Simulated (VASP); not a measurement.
# I2 in VASP: a series of runs

Runs on I2. Level: PBE+D3(BJ). Tasks: single point, relaxation of the atoms.

All numbers are computed with VASP 6.6.1; they aren't measurements. Logs are shortened: lines on timing, memory, paths and dates and some standing lists are left out, and cuts for length are marked.

## 1. The cell of the first run

The cell holds a molecule in a box, 2 atoms: a = 14.000 Å, b = 14.500 Å, c = 15.000 Å, α = 90.00°, β = 90.00°, γ = 90.00°.

## 2. Single point, PBE+D3(BJ)

File INCAR:

```
SYSTEM = I
PREC = Accurate
ENCUT = 520
EDIFF = 1E-7
ISMEAR = 0
SIGMA = 0.005
LREAL = .FALSE.
LASPH = .TRUE.
NELM = 80
ALGO = Normal
ISIF = 2
LWAVE = .FALSE.
LCHARG = .FALSE.
GGA = PE
IVDW = 12
ISYM = 0
NBANDS = 14
```

File KPOINTS:

```
Automatic mesh
0
G
  1 1 1
  0 0 0
```

File POSCAR:

```
I
1.0
   14.0000000000      0.0000000000      0.0000000000
    0.0000000000     14.5000000000      0.0000000000
    0.0000000000      0.0000000000     15.0000000000
I
2
Direct
    0.5958101511      0.4995103697      0.5005682333
    0.4041898489      0.5004896303      0.4994317667
```

Potentials or basis: VASP PAW PBE potentials, release 64 (I).

Run with:

```bash
$ cat potpaw_PBE.64/I/POTCAR > POTCAR
$ mpirun -np 1 vasp_gam > vasp.out
```

OUTCAR:

```text
SYSTEM = I
   PREC = Accurate
   ENCUT = 520
   EDIFF = 1E-7
   ISMEAR = 0
   LREAL = .FALSE.
   LASPH = .TRUE.
   NELM = 80
   ISIF = 2
   GGA = PE
   IVDW = 12
   ISYM = 0
 IVDW          = 12

 ion  position               nearest neighbor table
   1  0.596  0.500  0.501-   2 2.68
   2  0.404  0.500  0.499-   1 2.68

IMPORTANT INFORMATION: All symmetrisations will be switched off!
NOSYMM: (Re-)initialisation of all symmetry stuff for point group C_1.

----------------------------------------------------------------------------------------

                                     Primitive cell

  volume of cell :    3045.0000

  direct lattice vectors                    reciprocal lattice vectors
    14.000000000  0.000000000  0.000000000     0.071428571  0.000000000  0.000000000
     0.000000000 14.500000000  0.000000000     0.000000000  0.068965517  0.000000000
     0.000000000  0.000000000 15.000000000     0.000000000  0.000000000  0.066666667

  length of vectors
    14.000000000 14.500000000 15.000000000     0.071428571  0.068965517  0.066666667

  position of ions in fractional coordinates (direct lattice)
     0.595810151  0.499510370  0.500568233
     0.404189849  0.500489630  0.499431767

  ion indices of the primitive-cell ions
   primitive index   ion index
                 1           1
                 2           2

----------------------------------------------------------------------------------------

 KPOINTS: Automatic mesh

Automatic generation of k-mesh.
 Grid dimensions read from file:
 generate k-points for:    1    1    1

 Generating k-lattice:

  Cartesian coordinates                     Fractional coordinates (reciprocal lattice)
     0.071428571  0.000000000  0.000000000     1.000000000  0.000000000  0.000000000
     0.000000000  0.068965517  0.000000000     0.000000000  1.000000000  0.000000000
     0.000000000  0.000000000  0.066666667     0.000000000  0.000000000  1.000000000

  Length of vectors
     0.071428571  0.068965517  0.066666667

  Shift w.r.t. Gamma in fractional coordinates (k-lattice)
     0.000000000  0.000000000  0.000000000

 Subroutine IBZKPT returns following result:
 ===========================================

 Found      1 irreducible k-points:

 Following reciprocal coordinates:
            Coordinates               Weight
  0.000000  0.000000  0.000000      1.000000
   k-points           NKPTS =      1   k-points in BZ     NKDIM =      1   number of bands    NBANDS=     14
   number of dos      NEDOS =    301   number of ions     NIONS =      2
   total plane-waves  NPLWV = ******
   dimension x,y,z NGX =   108 NGY =  108 NGZ =  112
   dimension x,y,z NGXF=   216 NGYF=  216 NGZF=  224
   ions per type =               2
   NGX,Y,Z   is equivalent  to a cutoff of  12.82, 12.38, 12.41 a.u.
   NGXF,Y,Z  is equivalent  to a cutoff of  25.65, 24.76, 24.83 a.u.
 SYSTEM =  I
   PREC   = accura    normal or accurate (medium, high low for compatibility)
   ISTART =      0    job   : 0-new  1-cont  2-samecut
   ICHARG =      2    charge: 1-file 2-atom 10-const
   ISPIN  =      1    spin polarized calculation?
   LNONCOLLINEAR =      F non collinear calculations
   LSORBIT =      F    spin-orbit coupling
   LASPH  =      T    aspherical Exc in radial PAW
   ENCUT  =  520.0 eV  38.22 Ry    6.18 a.u.  26.03 26.96 27.89*2*pi/ulx,y,z
   NELM   =     80;   NELMIN=  2; NELMDL= -5     # of ELM steps
   EDIFF  = 0.1E-06   stopping-criterion for ELM
   LREAL  =      F    real-space projection
   EDIFFG = 0.1E-05   stopping-criterion for IOM
   NSW    =      0    number of steps for IOM
   IBRION =     -1    ionic relax: 0-MD 1-quasi-New 2-CG
   NFREE  =      0    steps in history (QN), initial steepest desc. (CG)
   ISIF   =      2    stress and relaxation
   ISYM   =      0    0-nonsym 1-usesym 2-fastsym
   POTIM  = 0.5000    time-step for ionic-motion
   TEBEG  =    0.0;   TEEND  =   0.0 temperature during run
   PSTRESS=    0.0 pullay stress
   NELECT =      14.0000    total number of electrons
   NUPDOWN=      -1.0000    fix difference up-down
   EMIN   =  10.00;   EMAX   =-10.00  energy-range for DOS
   EFERMI =   0.00;   METHOD = LEGACY
   ISMEAR =     0;   SIGMA  =   0.01  broadening in eV -4-tet -1-fermi 0-gaus
   EFERMI_NEDOS =   21; number of points for ismear=-14 and -15
   IALGO  =     38    algorithm
   IMIX   =      4    mixing-type and parameters
     AMIX     =   0.40;   BMIX     =  1.00
     AMIX_MAG =   1.60;   BMIX_MAG =  1.00
  volume/ion in A,a.u.               =    1522.50     10274.34
  Fermi-wavevector in a.u.,A,eV,Ry     =   0.272221  0.514423  1.008250  0.074104
  Thomas-Fermi vector in A             =   1.112538
   LORBIT       =      0    0 simple, 1 ext, 2 COOP (PROOUT), +10 PAW based schemes
   GGA     = PE    functional components
   LHFCALC =     F    Hartree Fock is set to
   AEXX    =    0.0000 exact exchange contribution
   IVDW    =    12    specifies the selected vdW correction
   LEPSILON=     F    determine dielectric tensor
   LRPA    =     F    only Hartree local field effects (RPA)
 non-spin polarized calculation
 Gauss-broadening in eV      SIGMA  =   0.01
  energy-cutoff  :      520.00
  volume of cell :     3045.00
 maximum number of plane-waves:     40942
 NGX is ok and might be reduce to   108
   NGX = 53   NGY = 53   NGZ = 55

 number of electron      14.0000002 magnetization

 Free energy of the ion-electron system (eV)
  ---------------------------------------------------
  ext. energy  EPLUGINS =         0.00000000
  ---------------------------------------------------
  free energy    TOTEN  =        -2.67150781 eV

  energy without entropy =       -2.67150781  energy(sigma->0) =       -2.67150781

 E-fermi :  -6.0158     XC(G=0):  -0.4942

 val. band max:       -6.0491788504   @ k =   0.0000   0.0000   0.0000
 cond. band min:      -4.2254664791   @ k =   0.0000   0.0000   0.0000
 fundamental gap:      1.8237123713
 Fermi energy:        -6.0158108770

 k-point     1 :       0.0000    0.0000    0.0000
  band No.  band energies     occupation
      1     -18.6142      2.00000
      2     -16.4449      2.00000
      3      -9.3650      2.00000
      4      -7.6378      2.00000
      5      -7.6378      2.00000
      6      -6.0492      2.00000
      7      -6.0492      2.00000
      8      -4.2255      0.00000
      9      -0.4222      0.00000
     10       0.4127      0.00000
     11       0.4913      0.00000
     12       0.5179      0.00000
     13       0.5469      0.00000
     14       0.5955      0.00000

------------------------ aborting loop because EDIFF is reached ----------------------------------------

 Edisp (eV)   -0.04868

 E8    (eV) :    -0.0243

  FORCE on cell =-STRESS in cart. coord.  units (eV):
  Direction    XX          YY          ZZ          XY          YZ          ZX
  --------------------------------------------------------------------------------------
  -------------------------------------------------------------------------------------
  Total      -0.00723    -0.00257    -0.00243     0.00005     0.00003    -0.00005
  in kB      -0.00380    -0.00135    -0.00128     0.00003     0.00002    -0.00003
  external pressure =       -0.00 kB  Pullay stress =        0.00 kB

 VOLUME and BASIS-vectors are now :
 -----------------------------------------------------------------------------
  energy-cutoff  :      520.00
  volume of cell :     3045.00
      direct lattice vectors                 reciprocal lattice vectors
    14.000000000  0.000000000  0.000000000     0.071428571  0.000000000  0.000000000
     0.000000000 14.500000000  0.000000000     0.000000000  0.068965517  0.000000000
     0.000000000  0.000000000 15.000000000     0.000000000  0.000000000  0.066666667

 POSITION                                       TOTAL-FORCE (eV/Angst)
 -----------------------------------------------------------------------------------
      8.34134      7.24290      7.50852        -0.001878      0.000068     -0.000091
      5.65866      7.25710      7.49148         0.001878     -0.000068      0.000091
 -----------------------------------------------------------------------------------
    total drift:                               -0.000003      0.000000      0.000000

  FREE ENERGIE OF THE ION-ELECTRON SYSTEM (eV)
  ---------------------------------------------------
  free  energy   TOTEN  =        -2.7201927004 eV

  energy  without entropy=       -2.7201927004  energy(sigma->0) =       -2.72019270
```

Run time: 6.7 min. Hardware: 1 thread of Intel Xeon 8259CL, shared host; peak memory 1.7 GiB.

Results:

* Free energy: -2.7202 eV
* Gap between the frontier levels: 1.82 eV
* Dispersion energy per atom: -0.024 eV

Caveat: spin-orbit coupling is left out, which moves the levels of the heavy elements.

## 3. Relaxation of the atoms, PBE+D3(BJ)

File INCAR:

```
PREC = Accurate
ENCUT = 520
EDIFF = 1E-7
ISMEAR = 0
SIGMA = 0.005
LREAL = False
LASPH = True
NELM = 80
ALGO = Normal
ISIF = 2
LWAVE = False
LCHARG = False
GGA = PE
IVDW = 12
IBRION = 2
NSW = 100
EDIFFG = -0.01
ISYM = 0
```

File KPOINTS:

```
regular mesh
0
Gamma
  1 1 1
```

File POSCAR:

```
I
1.0
   14.0000000000      0.0000000000      0.0000000000
    0.0000000000     14.5000000000      0.0000000000
    0.0000000000      0.0000000000     15.0000000000
I
2
Direct
    0.5996776121      0.4994906331      0.5005911223
    0.4003223879      0.5005093669      0.4994088777
```

Potentials or basis: VASP PAW PBE potentials, release 64 (I).

Run with:

```bash
$ cat potpaw_PBE.64/I/POTCAR > POTCAR
$ mpirun -np 1 vasp_gam > vasp.out
```

Wall time 17 min (1 thread of Intel Xeon 8259CL, shared host); peak memory 1.7 GiB.

Results (log left out):

- Free energy: -2.7202 eV
- Energy gained by relaxing: 27.5 meV/atom
- Ionic steps: 3
- Gap between the frontier levels: 1.82 eV
- Dispersion energy per atom: -0.024 eV

The path:
| step | energy change (eV) | largest force (eV/Å) | pressure (GPa) |
| --- | --- | --- | --- |
| 1 | 0.0000 | 0.9417 | -0.05 |
| 2 | -0.0534 | 0.1835 | -0.01 |
| 3 | -0.0551 | 0.0017 | 0.00 |

Final structure:
```yaml
crystal:
  lattice:
    - [14.00000, 0.00000, 0.00000]
    - [0.00000, 14.50000, 0.00000]
    - [0.00000, 0.00000, 15.00000]
  atoms:
    - { symbol: I, position: [0.59580, 0.49951, 0.50057] }
    - { symbol: I, position: [0.40420, 0.50049, 0.49943] }
```

Levels at points of the mesh, in eV from the valence-band top:
```
           k point  band 4  band 5  band 6  band 7  band 8  band 9  band 10  band 11
(0.00, 0.00, 0.00)   -1.59   -1.59    0.00    0.00    1.82    5.63     6.47     6.54
```

Caveat: spin-orbit coupling is left out, which moves the levels of the heavy elements.
